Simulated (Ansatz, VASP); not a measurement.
**MgZn2TeS2: VASP beside Ansatz**

File INCAR:

```
ALGO     = Normal         # electronic algorithm
EDIFF    = 1E-6           # SCF threshold, eV
ENCUT    = 520            # plane-wave cutoff, eV
GGA      = PE             # functional
ISIF     = 2              # what is computed and relaxed
ISMEAR   = 0              # smearing method
LASPH    = True           # aspherical terms in the spheres
LCHARG   = False          # write CHGCAR
LREAL    = False          # projectors in reciprocal space
LWAVE    = False          # write WAVECAR
NBANDS   = 31             # bands
NELM     = 60             # most SCF steps
PREC     = Accurate       # precision mode
SIGMA    = 0.1            # smearing width, eV
```

The input KPOINTS:

```
k-points
0
Gamma
  4 4 4
```

File POSCAR:

```
MgZn2TeS2
1.0
    4.4396019400      0.0000000000      0.0000000000
    0.0000000000      4.4396019400      0.0000000000
    0.0000000000      0.0000000000      5.6454467100
Mg Zn Te S
1 2 1 2
Direct
    0.0000000000      0.0000000000      0.5000000000
    0.5000000000      0.5000000000      0.7211725700
    0.5000000000      0.5000000000      0.2788274300
    0.0000000000      0.0000000000      0.0000000000
    0.5000000000      0.0000000000      0.0000000000
    0.0000000000      0.5000000000      0.0000000000
```

Input for Ansatz:

```yaml
crystal:
  lattice:
    - [4.43960194, 0.0, 0.0]
    - [0.0, 4.43960194, 0.0]
    - [0.0, 0.0, 5.64544671]
  atoms:
    - { symbol: Mg, position: [0.0, 0.0, 0.5] }
    - { symbol: Zn, position: [0.5, 0.5, 0.72117257] }
    - { symbol: Zn, position: [0.5, 0.5, 0.27882743] }
    - { symbol: Te, position: [0.0, 0.0, 0.0] }
    - { symbol: S, position: [0.5, 0.0, 0.0] }
    - { symbol: S, position: [0.0, 0.5, 0.0] }
basis:
  ecutwfc: 420
kpoints:
  mp_grid: { grid: [4, 4, 4] }
hamiltonian:
  xc: pbe
scf:
  occupations: { method: gaussian, width: 0.1 }
  lower_state_search: "off"
output:
  forces: true
  stress: true
  eigenvalues: true
```

Change from the starting cell: species swapped into the CeSi2Mo2C type (P4/mmm, No. 123).

Alike in both runs: task single point; functional PBE; k mesh 4 × 4 × 4; occupations gaussian, width 0.1 eV; no spin polarisation.

|  | VASP | Ansatz |
| --- | --- | --- |
| version | VASP 6.6.1 | Ansatz 0.2.0 |
| potentials or method | VASP PAW PBE potentials, release 64 (Mg, Zn, Te, S), cutoff 520 eV | scalar-relativistic, plane waves, PAW |
| valence electrons in the cell | 44 | 62 |

Ansatz gave:

| Property | Result |
| --- | --- |
| gap on the k mesh at the Fermi level (eV) | none |
| rms of the force components (eV/Å) | 0.088 |

Q: What did VASP give for the same quantities?

A: gap on the k mesh at the Fermi level (eV): none; rms of the force components (eV/Å): 0.093.

Atom by atom the forces differ by 0.006 eV/Å (rms over components). A gap of «none» marks a metal or a gap that the smearing closes. With one functional, cell and mesh, what is left measures potentials, basis and numerics. VASP's potentials hold 44 valence electrons a cell and Ansatz's 62, so a difference there can come from the potentials and not from the codes.

Neither program's run includes spin-orbit coupling.
